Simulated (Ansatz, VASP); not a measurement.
## One calculation of WSe2, two programs

```
W Se
1.0
     3.32069    0.00000    0.00000
    -1.66035    2.87581    0.00000
     0.00000    0.00000   15.25746
W Se
2 4
Direct
  0.33333 0.66667 0.25000
  0.66667 0.33333 0.75000
  0.33333 0.66667 0.64002
  0.66667 0.33333 0.14002
  0.33333 0.66667 0.85998
  0.66667 0.33333 0.35998
```

Alike in both runs: functional PBE; k mesh 12 × 12 × 2; occupations gaussian, width 0.02 eV; no spin polarisation.

Ansatz relaxed the structure, and its values are those at the end. VASP's run is a single point on that final structure, the one shown.

|  | VASP | Ansatz |
| --- | --- | --- |
| version | VASP 6.6.1 | Ansatz 0.2.0 |
| potentials or method | VASP PAW PBE potentials, release 64 (W_sv, Se), cutoff 520 eV | scalar-relativistic, plane waves, PAW |
| valence electrons in the cell | 52 | 92 |

|  | VASP | Ansatz | Ansatz less VASP |
| --- | --- | --- | --- |
| gap on the k mesh at the Fermi level (eV) | 1.48 | 1.48 | -0.001 |
| least direct gap on the mesh (eV) | 1.52 | 1.53 | +0.003 |
| pressure (GPa) | 0.3 | 0.0 | -0.24 |
| rms of the force components (eV/Å) | 0.023 | 0.002 | -0.0208 |

The functional is the same, so the differences come from potentials, cutoffs and numerics. VASP's potentials hold 52 valence electrons a cell and Ansatz's 92, so a difference there can come from the potentials and not from the codes.

Spin-orbit coupling is off throughout.
